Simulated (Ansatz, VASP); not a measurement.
## SiBi2Te5: VASP beside Ansatz

```
Si Bi Te
1.0
     7.14549    0.00000    0.00000
     0.00000    7.14549    0.00000
     0.00000    0.00000    5.73213
Si Bi Te
1 2 5
Direct
  0.00000 0.00000 0.98457
  0.50000 0.00000 0.84793
  0.00000 0.50000 0.84793
  0.21940 0.21940 0.22392
  0.78060 0.78060 0.22392
  0.78060 0.21940 0.22392
  0.21940 0.78060 0.22392
  0.00000 0.00000 0.50419
```

Alike in both runs: task relaxation of cell and atoms; functional PBE; k mesh 3 × 3 × 3; occupations gaussian, width 0.2 eV; no spin polarisation.

|  | VASP | Ansatz |
| --- | --- | --- |
| version | VASP 6.6.1 | Ansatz 0.2.0 |
| potentials or method | VASP PAW PBE potentials, release 64 (Si, Bi_d, Te), cutoff 600 eV | scalar-relativistic, plane waves, PAW |
| valence electrons in the cell | 64 | 114 |

|  | VASP | Ansatz | Ansatz less VASP |
| --- | --- | --- | --- |
| gap on the k mesh at the Fermi level, each at its own relaxed structure (eV) | none | none | - |
| relaxed volume (Å³/atom) | 44.46 | 44.23 | -0.230 |
| relaxed length of the cell vector where the two differ most in proportion (Å) | 6.699 | 6.573 | -0.1259 |

A gap of «none» marks a metal or a gap that the smearing closes. VASP's potentials hold 64 valence electrons a cell and Ansatz's 114, so a difference there can come from the potentials and not from the codes.

The k mesh is coarse, so the values compare programs but aren't converged. Neither program's run includes spin-orbit coupling. Noted on VASP's run: the volume moved by over 15 % at a fixed basis, so the end points are rough.
